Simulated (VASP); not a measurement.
Input of a VASP 6.6.1 run:

INCAR

```
PREC = Accurate ; ENCUT = 450
EDIFF = 1E-7 ; ISMEAR = 0
SIGMA = 0.1 ; LREAL = F
LASPH = T ; NELM = 120
ALGO = Normal ; ISIF = 2
LWAVE = F ; LCHARG = F
GGA = PE ; IBRION = 2
NSW = 50 ; EDIFFG = -0.01
GGA_COMPAT = F ; NELMIN = 4
```

KPOINTS

```
regular mesh
0
Gamma
  6 6 6
```

File POSCAR:

```
InPd
1.0
    3.2718847800      0.0000000000      0.0000000000
    0.0000000000      3.2718847800      0.0000000000
    0.0000000000      0.0000000000      3.2718847800
In Pd
1 1
Direct
    0.0000000000      0.0000000000      0.0000000000
    0.5000000000      0.5000000000      0.5000000000
```

Potentials or basis: VASP PAW PBE potentials, release 64 (In_d, Pd).

The run is started by

```console
$ cat potpaw_PBE.64/In_d/POTCAR potpaw_PBE.64/Pd/POTCAR > POTCAR
$ mpirun -np 1 vasp_std > vasp.out
```

(1) Predict the band gap on the k mesh.

Results:

(1) zero (an odd number of electrons rules out a gap without spin polarisation).

Caveat: the relaxation stopped at its first step, so nothing moved; spin-orbit coupling is left out, which moves the levels of the heavy elements.
